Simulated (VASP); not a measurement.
Input of a VASP 6.6.1 run:

The input POSCAR:

```
W
1.0
   -1.5779407497      1.5779407497      1.5779407497
    1.5779407497     -1.5779407497      1.5779407497
    1.5779407497      1.5779407497     -1.5779407497
W
1
Direct
    0.0000000000      0.0000000000      0.0000000000
```

Contents of INCAR.step1:

```
PREC     = Accurate       # precision mode
ENCUT    = 520            # plane-wave cutoff, eV
ISMEAR   = -1             # smearing method
SIGMA    = 0.1            # smearing width, eV
LREAL    = False          # projectors in reciprocal space
LASPH    = True           # aspherical terms in the spheres
NELM     = 80             # most SCF steps
NBANDS   = 13             # bands
GGA      = PE             # functional
ALGO     = Normal         # electronic algorithm
EDIFF    = 1E-4           # SCF threshold, eV
LWAVE    = True           # write WAVECAR
LCHARG   = False          # write CHGCAR
```

Contents of INCAR.step2:

```
PREC     = Accurate       # precision mode
ENCUT    = 520            # plane-wave cutoff, eV
EDIFF    = 1E-6           # SCF threshold, eV
ISMEAR   = -1             # smearing method
SIGMA    = 0.1            # smearing width, eV
LREAL    = False          # projectors in reciprocal space
LASPH    = True           # aspherical terms in the spheres
NELM     = 80             # most SCF steps
ALGO     = Normal         # electronic algorithm
ISIF     = 2              # what is computed and relaxed
LWAVE    = False          # write WAVECAR
LCHARG   = False          # write CHGCAR
METAGGA  = R2SCAN         # meta-GGA
LMIXTAU  = True         
NBANDS   = 13             # bands
ISTART   = 1
```

File KPOINTS:

```
regular mesh
0
Gamma
  24 24 24
```

Potentials or basis: VASP PAW PBE potentials, release 64 (W_sv).

Command:

```bash
$ cat potpaw_PBE.64/W_sv/POTCAR > POTCAR
$ cp INCAR.step1 INCAR
$ mpirun -np 1 vasp_std > vasp.out
$ cp INCAR.step2 INCAR
$ mpirun -np 1 vasp_std > vasp.out
```

Task: What does it give for the band gap on the k mesh?

Result: Zero (bands 7 and 8 overlap by 6.70 eV).

Task: Predict the pressure.

Result: 5.3 GPa.

Caveat: the cell stands under pressure; the PAW data sets were made with another functional, which shifts forces and pressure a little; spin-orbit coupling is left out, which moves the levels of the heavy elements.
